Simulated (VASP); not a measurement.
Wanted: the native input for a VASP 6.6.1 run.

* Task: single point
* Functional: PBEsol
* Potentials or basis: VASP PAW PBE potentials, release 64 (Co_sv)
* Cutoff: 600 eV
* k mesh: 26 × 26 × 26
* Occupations: fermi-dirac, width 0.1 eV
* Spin: no spin polarisation
* Dipole correction: no
* Second run: valence_matched
* Further INCAR settings: ALGO = Normal; EDIFF = 1e-06; NBANDS = 14

The structure of Co lies in POSCAR:

```
Co
1.0
   -1.3448024107      1.3448024107      1.3448024107
    1.3448024107     -1.3448024107      1.3448024107
    1.3448024107      1.3448024107     -1.3448024107
Co
1
Direct
    0.0000000000      0.0000000000      0.0000000000
```

This cell differs from its parent crystal: volume scaled by 0.96.

These files were run (other wordings do the same):

INCAR

```
ALGO = Normal
EDIFF = 1E-6
ENCUT = 600
GGA = PS
GGA_COMPAT = F
ISIF = 2
ISMEAR = -1
LASPH = T
LCHARG = F
LREAL = F
LWAVE = F
NBANDS = 14
NELM = 120
PREC = Accurate
SIGMA = 0.1
```

KPOINTS

```
k-points
0
Gamma
  26 26 26
```

Potentials or basis: VASP PAW PBE potentials, release 64 (Co_sv).

Run with:

```bash
$ cat potpaw_PBE.64/Co_sv/POTCAR > POTCAR
$ mpirun -np 1 vasp_std > vasp.out
```

It gave:

| Item | Value |
| --- | --- |
| Pressure | 8.0 GPa |

Caveat: the PAW data sets were made with another functional, which shifts forces and pressure a little; the run has no spin polarisation, though such a crystal can be magnetic.

Run time: 66 s on 1 thread of Intel(R) Xeon(R) Platinum 8488C (Sapphire Rapids) (shared host), peak memory 0.19 GiB.
